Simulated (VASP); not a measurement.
# Rh (P6_3/mmc) in VASP: a series of runs

The runs below take Rh through single point, with LDA.

Program: VASP 6.6.1. These are calculated values, not measurements. Logs are shortened: lines on timing, memory, paths and dates and some standing lists are left out, and cuts for length are marked.

## Step 1: The cell of the first run

Symmetry: P6_3/mmc, No. 194, hexagonal system. The conventional cell has a = 2.694 Å, b = 2.694 Å, c = 4.369 Å, α = 90.00°, β = 90.00°, γ = 120.00°. Rh (site symmetry -6m2) has 12 Rh at 2.68 to 2.69 Å within 3.5 Å.

## Step 2: Single point, LDA (volume scaled by 0.96)

INCAR

```
SYSTEM = Rh
PREC = Accurate
ENCUT = 520
EDIFF = 1E-6
ISMEAR = -1
SIGMA = 0.05
LREAL = .FALSE.
LASPH = .TRUE.
NELM = 60
ALGO = Fast
ISIF = 2
LWAVE = .FALSE.
LCHARG = .FALSE.
NBANDS = 22
```

KPOINTS

```
regular mesh
0
G
  11 11 6
  0 0 0
```

POSCAR

```
Rh
1.0
    2.6940693954      0.0000000000      0.0000000000
   -1.3470346977      2.3331325361      0.0000000000
    0.0000000000      0.0000000000      4.3686372171
Rh
2
Direct
    0.3333333333      0.6666666667      0.2500000000
    0.6666666667      0.3333333333      0.7500000000
```

Potentials or basis: VASP PAW LDA potentials, release 64 (Rh_pv).

Launch:

```bash
$ cat potpaw_LDA.64/Rh_pv/POTCAR > POTCAR
$ mpirun -np 1 vasp_std > vasp.out
```

OUTCAR:

```text
SYSTEM = Rh
   PREC = Accurate
   ENCUT = 520
   EDIFF = 1E-6
   ISMEAR = -1
   LREAL = .FALSE.
   LASPH = .TRUE.
   NELM = 60
   ISIF = 2

 ion  position               nearest neighbor table
   1  0.333  0.667  0.250-   2 2.68   2 2.68   2 2.68   2 2.68   2 2.68   2 2.68
   2  0.667  0.333  0.750-   1 2.68   1 2.68   1 2.68   1 2.68   1 2.68   1 2.68

  LATTYP: Found a hexagonal cell.
 ALAT       =     2.6940693954
 C/A-ratio  =     1.6215756077

  Lattice vectors:

 A1 = (   2.6940693954,   0.0000000000,   0.0000000000)
 A2 = (  -1.3470346977,   2.3331325361,   0.0000000000)
 A3 = (   0.0000000000,   0.0000000000,   4.3686372171)

Analysis of symmetry for initial positions (statically):
=====================================================================
 Subroutine PRICEL returns:
 Original cell was already a primitive cell.

 Routine SETGRP: Setting up the symmetry group for a
 hexagonal supercell.

 Subroutine GETGRP returns: Found 24 space group operations
 (whereof 12 operations were pure point group operations)
 out of a pool of 24 trial point group operations.

The static configuration has the point symmetry D_3d.
 The point group associated with its full space group is D_6h.

Analysis of symmetry for dynamics (positions and initial velocities):
=====================================================================
 Subroutine PRICEL returns:
 Original cell was already a primitive cell.

 Routine SETGRP: Setting up the symmetry group for a
 hexagonal supercell.

 Subroutine GETGRP returns: Found 24 space group operations
 (whereof 12 operations were pure point group operations)
 out of a pool of 24 trial point group operations.

The dynamic configuration has the point symmetry D_3d.
 The point group associated with its full space group is D_6h.

 Subroutine INISYM returns: Found 24 space group operations
 (whereof 12 operations are pure point group operations),
 and found     1 'primitive' translations

----------------------------------------------------------------------------------------

                                     Primitive cell

  volume of cell :      27.4596

  direct lattice vectors                    reciprocal lattice vectors
     2.694069395  0.000000000  0.000000000     0.371185687  0.214304156  0.000000000
[... 74 lines left out ...]
   NGX,Y,Z   is equivalent  to a cutoff of  12.34, 12.34, 12.18 a.u.
   NGXF,Y,Z  is equivalent  to a cutoff of  24.68, 24.68, 24.35 a.u.
 SYSTEM =  Rh
   PREC   = accura    normal or accurate (medium, high low for compatibility)
   ISTART =      0    job   : 0-new  1-cont  2-samecut
   ICHARG =      2    charge: 1-file 2-atom 10-const
   ISPIN  =      1    spin polarized calculation?
   LNONCOLLINEAR =      F non collinear calculations
   LSORBIT =      F    spin-orbit coupling
   LASPH  =      T    aspherical Exc in radial PAW
   ENCUT  =  520.0 eV  38.22 Ry    6.18 a.u.   5.01  5.01  8.12*2*pi/ulx,y,z
   NELM   =     60;   NELMIN=  2; NELMDL= -5     # of ELM steps
   EDIFF  = 0.1E-05   stopping-criterion for ELM
   LREAL  =      F    real-space projection
   EDIFFG = 0.1E-04   stopping-criterion for IOM
   NSW    =      0    number of steps for IOM
   IBRION =     -1    ionic relax: 0-MD 1-quasi-New 2-CG
   NFREE  =      0    steps in history (QN), initial steepest desc. (CG)
   ISIF   =      2    stress and relaxation
   ISYM   =      2    0-nonsym 1-usesym 2-fastsym
   POTIM  = 0.5000    time-step for ionic-motion
   TEBEG  =    0.0;   TEEND  =   0.0 temperature during run
   PSTRESS=    0.0 pullay stress
   NELECT =      30.0000    total number of electrons
   NUPDOWN=      -1.0000    fix difference up-down
   EMIN   =  10.00;   EMAX   =-10.00  energy-range for DOS
   EFERMI =   0.00;   METHOD = LEGACY
   ISMEAR =    -1;   SIGMA  =   0.05  broadening in eV -4-tet -1-fermi 0-gaus
   EFERMI_NEDOS =   21; number of points for ismear=-14 and -15
   IALGO  =     68    algorithm
   IMIX   =      4    mixing-type and parameters
     AMIX     =   0.40;   BMIX     =  1.00
     AMIX_MAG =   1.60;   BMIX_MAG =  1.00
  volume/ion in A,a.u.               =      13.73        92.65
  Fermi-wavevector in a.u.,A,eV,Ry     =   1.686102  3.186271 38.680549  2.842940
  Thomas-Fermi vector in A             =   2.768827
   LORBIT       =      0    0 simple, 1 ext, 2 COOP (PROOUT), +10 PAW based schemes
   GGA     = CA    functional components
   LHFCALC =     F    Hartree Fock is set to
   AEXX    =    0.0000 exact exchange contribution
   IVDW    =     0    specifies the selected vdW correction
   LEPSILON=     F    determine dielectric tensor
   LRPA    =     F    only Hartree local field effects (RPA)
 non-spin polarized calculation
 RMM-DIIS sequential band-by-band and
  energy-cutoff  :      520.00
  volume of cell :       27.46
 maximum number of plane-waves:       764
 NGX is ok and might be reduce to    20
   NGX =  9   NGY =  9   NGZ = 17

 number of electron      30.0000009 magnetization

 Free energy of the ion-electron system (eV)
  ---------------------------------------------------
  ext. energy  EPLUGINS =         0.00000000
  ---------------------------------------------------
  free energy    TOTEN  =       -17.26780844 eV

  energy without entropy =      -17.23976925  energy(sigma->0) =      -17.25378884

 E-fermi :  11.8218     XC(G=0): -14.3590

 val. band max:       11.8078927762   @ k =   0.0909   0.0000   0.3333
 cond. band min:      11.8284549208   @ k =   0.0909   0.0909   0.3333
 fundamental gap:      0.0205621446
 Fermi energy:        11.8218463253

 k-point     1 :       0.0000    0.0000    0.0000
  band No.  band energies     occupation
      1     -35.1836      2.00000
      2     -34.5171      2.00000
      3     -34.5171      2.00000
      4     -34.4209      2.00000
      5     -34.4092      2.00000
      6     -34.4092      2.00000
[... 589 lines left out ...]
     21      28.0124      0.00000
     22      29.2952      0.00000

 [... further k-points ...]
[... 5 lines left out ...]
  --------------------------------------------------------------------------------------
  -------------------------------------------------------------------------------------
  Total       -1.4457242     -1.4457242     -1.6693462      0.0000000     -0.0000000      0.0000000
  in kB      -84.3532596    -84.3532596    -97.4008659      0.0000000     -0.0000000      0.0000000
  external PRESSURE =     -88.7024617 kB  Pullay stress =       0.0000000 kB

 VOLUME and BASIS-vectors are now :
 -----------------------------------------------------------------------------
  energy-cutoff  :      520.00
  volume of cell :       27.46
      direct lattice vectors                 reciprocal lattice vectors
     2.694069395  0.000000000  0.000000000     0.371185687  0.214304156  0.000000000
    -1.347034698  2.333132536  0.000000000     0.000000000  0.428608313  0.000000000
     0.000000000  0.000000000  4.368637217     0.000000000  0.000000000  0.228904336

 POSITION                                       TOTAL-FORCE (eV/Angst)
 -----------------------------------------------------------------------------------
     -0.00000      1.55542      1.09216        -0.000000      0.000000      0.000000
      1.34703      0.77771      3.27648         0.000000     -0.000000      0.000000
 -----------------------------------------------------------------------------------
    total drift:                                0.000000     -0.000000      0.000000

  FREE ENERGIE OF THE ION-ELECTRON SYSTEM (eV)
  ---------------------------------------------------
  free  energy   TOTEN  =       -17.2678084392 eV

  energy  without entropy=      -17.2397692480  energy(sigma->0) =      -17.25378884
```

OSZICAR:

```text
N       E                     dE             d eps       ncg     rms          rms(c)
DAV:   1     0.330242766148E+03    0.33024E+03   -0.18979E+04  2816   0.159E+03
DAV:   2    -0.109277682554E+02   -0.34117E+03   -0.32917E+03  2948   0.478E+02
DAV:   3    -0.183254737018E+02   -0.73977E+01   -0.73562E+01  3284   0.790E+01
DAV:   4    -0.183750164957E+02   -0.49543E-01   -0.49538E-01  3160   0.655E+00
DAV:   5    -0.183757979846E+02   -0.78149E-03   -0.78148E-03  3332   0.839E-01    0.153E+01
RMM:   6    -0.173140013757E+02    0.10618E+01   -0.24002E+00  2906   0.129E+01    0.522E+00
RMM:   7    -0.172765907147E+02    0.37411E-01   -0.10346E-01  2973   0.244E+00    0.223E+00
RMM:   8    -0.172687073409E+02    0.78834E-02   -0.23934E-02  3085   0.160E+00    0.409E-01
RMM:   9    -0.172677708651E+02    0.93648E-03   -0.28188E-03  3301   0.497E-01    0.151E-02
RMM:  10    -0.172678070690E+02   -0.36204E-04   -0.28680E-04  3322   0.177E-01    0.123E-02
RMM:  11    -0.172678080602E+02   -0.99119E-06   -0.22242E-05  3471   0.463E-02    0.381E-03
RMM:  12    -0.172678084392E+02   -0.37902E-06   -0.48439E-06  2732   0.184E-02
   1 F= -.17267808E+02 E0= -.17253789E+02  d E =-.280392E-01
```

Wall time 17 s (1 thread of Intel Xeon 6975P-C, shared host); peak memory 0.15 GiB.

What came out:

* Free energy: -17.2678 eV
* Pressure: -8.9 GPa
* Band gap on the k mesh: zero (band 15 reaches 12.46 eV, above the bottom of band 16 at 10.07 eV)

Stress tensor (GPa, compression positive):
```
-8.44  0.00  0.00
 0.00 -8.44  0.00
 0.00  0.00 -9.74
```

Levels at points of the mesh, in eV from the Fermi level:
```
           k point  band 11  band 12  band 13  band 14  band 15  band 16  band 17  band 18  band 19  band 20
(0.00, 0.00, 0.00)    -3.06    -2.54    -2.54    -1.90    -1.90     0.15     0.15     0.67     8.56    15.88
(0.00, 0.00, 0.50)    -3.16    -3.16    -3.16    -3.16    -0.43    -0.43    -0.43    -0.43    14.82    14.82
```

## Step 3: Single point, LDA (volume scaled by 0.98)

INCAR

```
ALGO = Fast
EDIFF = 1E-6
ENCUT = 520
GGA = CA
ISIF = 2
ISMEAR = -1
LASPH = T
LCHARG = F
LREAL = F
LWAVE = F
NBANDS = 22
NELM = 80
PREC = Accurate
SIGMA = 0.05
```

KPOINTS

```
k-points
0
Gamma
  11 11 6
```

POSCAR

```
Rh
1.0
    2.7126497715      0.0000000000      0.0000000000
   -1.3563248858      2.3492236138      0.0000000000
    0.0000000000      0.0000000000      4.3987667018
Rh
2
Direct
    0.3333333333      0.6666666667      0.2500000000
    0.6666666667      0.3333333333      0.7500000000
```

Potentials or basis: VASP PAW LDA potentials, release 64 (Rh_pv).

Launch:

```bash
$ cat potpaw_LDA.64/Rh_pv/POTCAR > POTCAR
$ mpirun -np 1 vasp_std > vasp.out
```

It took 16 s on 1 thread of Intel Xeon 6975P-C, shared host; peak memory 0.15 GiB.

The run converged. Its results:

```yaml
Free_energy: -17.2268 eV
Pressure: -14.1 GPa
Band_gap_on_the_k_mesh: zero (band 15 reaches 12.05 eV, above the bottom of band 16 at 9.75 eV)
```

Stress tensor (GPa, compression positive):
```
-13.60   0.00   0.00
  0.00 -13.60   0.00
  0.00   0.00 -14.99
```

Levels at points of the mesh, in eV from the Fermi level:
```
           k point  band 11  band 12  band 13  band 14  band 15  band 16  band 17  band 18  band 19  band 20
(0.00, 0.00, 0.00)    -2.96    -2.45    -2.45    -1.84    -1.84     0.15     0.15     0.69     8.35    15.88
(0.00, 0.00, 0.50)    -3.06    -3.06    -3.06    -3.06    -0.42    -0.42    -0.42    -0.42    14.73    14.73
```

## Step 4: Single point, LDA (volume scaled by 1.04)

INCAR

```
SYSTEM = Rh
ALGO     = Fast           ! electronic algorithm
EDIFF    = 1E-6           ! SCF threshold, eV
ENCUT    = 520            ! plane-wave cutoff, eV
GGA      = CA             ! functional
ISIF     = 2              ! what is computed and relaxed
ISMEAR   = -1             ! smearing method
LASPH    = .TRUE.         ! aspherical terms in the spheres
LCHARG   = .FALSE.        ! write CHGCAR
LREAL    = .FALSE.        ! projectors in reciprocal space
LWAVE    = .FALSE.        ! write WAVECAR
NBANDS   = 22             ! bands
NELM     = 80             ! most SCF steps
PREC     = Accurate       ! precision mode
SIGMA    = 0.05           ! smearing width, eV
```

KPOINTS

```
k-points
0
G
  11 11 6
  0 0 0
```

POSCAR

```
Rh
1.0
    2.7669170982      0.0000000000      0.0000000000
   -1.3834585491      2.3962204973      0.0000000000
    0.0000000000      0.0000000000      4.4867652751
Rh
2
Direct
    0.3333333333      0.6666666667      0.2500000000
    0.6666666667      0.3333333333      0.7500000000
```

Potentials or basis: VASP PAW LDA potentials, release 64 (Rh_pv).

Launch:

```bash
$ cat potpaw_LDA.64/Rh_pv/POTCAR > POTCAR
$ mpirun -np 1 vasp_std > vasp.out
```

OUTCAR:

```text
SYSTEM = Rh
   EDIFF = 1E-6
   ENCUT = 520
   GGA = CA
   ISIF = 2
   ISMEAR = -1
   LASPH = .TRUE.
   LREAL = .FALSE.
   NELM = 80
   PREC = Accurate

 ion  position               nearest neighbor table
   1  0.333  0.667  0.250-   2 2.75   2 2.75   2 2.75   2 2.75   2 2.75   2 2.75
   2  0.667  0.333  0.750-   1 2.75   1 2.75   1 2.75   1 2.75   1 2.75   1 2.75

  LATTYP: Found a hexagonal cell.
 ALAT       =     2.7669170982
 C/A-ratio  =     1.6215756077

  Lattice vectors:

 A1 = (   2.7669170982,   0.0000000000,   0.0000000000)
[... 191 lines left out ...]
      3     -35.7863      2.00000
      4     -35.7170      2.00000
      5     -35.7034      2.00000
      6     -35.7034      2.00000
[... 589 lines left out ...]
     21      25.8027      0.00000
     22      27.4372      0.00000

 [... further k-points ...]
[... 5 lines left out ...]
  --------------------------------------------------------------------------------------
  -------------------------------------------------------------------------------------
  Total       -4.7526745     -4.7526745     -5.0422365     -0.0000000     -0.0000000      0.0000000
  in kB     -255.9719493   -255.9719493   -271.5673296     -0.0000000     -0.0000000      0.0000000
  external PRESSURE =    -261.1704094 kB  Pullay stress =       0.0000000 kB

 VOLUME and BASIS-vectors are now :
 -----------------------------------------------------------------------------
  energy-cutoff  :      520.00
  volume of cell :       29.75
      direct lattice vectors                 reciprocal lattice vectors
     2.766917098  0.000000000  0.000000000     0.361413069  0.208661933  0.000000000
    -1.383458549  2.396220497  0.000000000     0.000000000  0.417323865  0.000000000
     0.000000000  0.000000000  4.486765275     0.000000000  0.000000000  0.222877717

 POSITION                                       TOTAL-FORCE (eV/Angst)
 -----------------------------------------------------------------------------------
     -0.00000      1.59748      1.12169         0.000000     -0.000000      0.000000
      1.38346      0.79874      3.36507        -0.000000      0.000000      0.000000
 -----------------------------------------------------------------------------------
    total drift:                               -0.000000      0.000000     -0.000000

  FREE ENERGIE OF THE ION-ELECTRON SYSTEM (eV)
  ---------------------------------------------------
  free  energy   TOTEN  =       -17.0080008639 eV

  energy  without entropy=      -16.9759975700  energy(sigma->0) =      -16.99199922
```

stdout:

```text
POSCAR found type information on POSCAR Rh
 POSCAR found :  1 types and       2 ions
 scaLAPACK will be used
 LDA part: xc-table for (Slater(with rela. corr.)+CA(PZ))
 , standard interpolation
 POSCAR, INCAR and KPOINTS ok, starting setup
 FFT: planning ... GRIDC
 FFT: planning ... GRID_SOFT
 FFT: planning ... GRID
 WAVECAR not read
 entering main loop
```

Wall time 19 s (1 thread of Intel Xeon 6975P-C, shared host); peak memory 0.16 GiB.

Results:

| Quantity | Value |
| --- | --- |
| Free energy | -17.0080 eV |
| Pressure | -26.1 GPa |
| Band gap on the k mesh | zero (band 15 reaches 10.93 eV, above the bottom of band 16 at 8.84 eV) |

Stress tensor (GPa, compression positive):
```
-25.60   0.00   0.00
  0.00 -25.60   0.00
  0.00   0.00 -27.16
```

## Step 5: Single point, LDA (volume scaled by 1.06)

INCAR

```
SYSTEM = Rh
ALGO = Fast
EDIFF = 1E-6
ENCUT = 520
ISIF = 2
ISMEAR = -1
LASPH = .True.
LCHARG = .True.
LELF = .True.
LREAL = .False.
LVHAR = .True.
LWAVE = .False.
NBANDS = 22
NELM = 60
PREC = Accurate
SIGMA = 0.05
```

KPOINTS

```
k-points
0
Gamma
  11 11 6
  0 0 0
```

POSCAR

```
Rh
1.0
    2.7845412492      0.0000000000      0.0000000000
   -1.3922706246      2.4114834597      0.0000000000
    0.0000000000      0.0000000000      4.5153441684
Rh
2
Direct
    0.3333333333      0.6666666667      0.2500000000
    0.6666666667      0.3333333333      0.7500000000
```

Launch:

```bash
$ cat potpaw_LDA.64/Rh_pv/POTCAR > POTCAR
$ mpirun -np 1 vasp_std > vasp.out
```

Run time: 25 s. Hardware: 1 thread of Intel Xeon 6975P-C, shared host; peak memory 0.15 GiB.

Results (log left out):

```
Free energy            : -16.9096 eV
Pressure               : -29.2 GPa
Band gap on the k mesh : zero (band 15 reaches 10.59 eV, above the bottom of band 16 at 8.57 eV)
```

Stress tensor (GPa, compression positive):
```
-28.66   0.00   0.00
  0.00 -28.66   0.00
  0.00   0.00 -30.26
```

Levels at points of the mesh, in eV from the Fermi level:
| k point | band 13 | band 14 | band 15 | band 16 | band 17 | band 18 |
| --- | --- | --- | --- | --- | --- | --- |
| (0.00, 0.00, 0.00) | -2.17 | -1.63 | -1.63 | 0.13 | 0.13 | 0.80 |
| (0.00, 0.00, 0.50) | -2.70 | -2.70 | -0.37 | -0.37 | -0.37 | -0.37 |

## Step 6: Summary

| cell | gap on the mesh (eV) | pressure (GPa) |
| --- | --- | --- |
| a = 2.694, b = 2.694, c = 4.369 Å, angles 90.0, 90.0, 120.0°, 2 atoms | none | -8.9 |
| a = 2.713, b = 2.713, c = 4.399 Å, angles 90.0, 90.0, 120.0°, 2 atoms | none | -14.1 |
| a = 2.767, b = 2.767, c = 4.487 Å, angles 90.0, 90.0, 120.0°, 2 atoms | none | -26.1 |
| a = 2.785, b = 2.785, c = 4.515 Å, angles 90.0, 90.0, 120.0°, 2 atoms | none | -29.2 |

Alike in all rows: task single point; level LDA; potentials or basis VASP PAW LDA potentials, release 64 (Rh_pv); no spin polarisation; k mesh 11 × 11 × 6; cutoff (eV) 520; smearing fermi-dirac 0.05 eV.

Absolute energies hang on the potentials; compare differences alone.
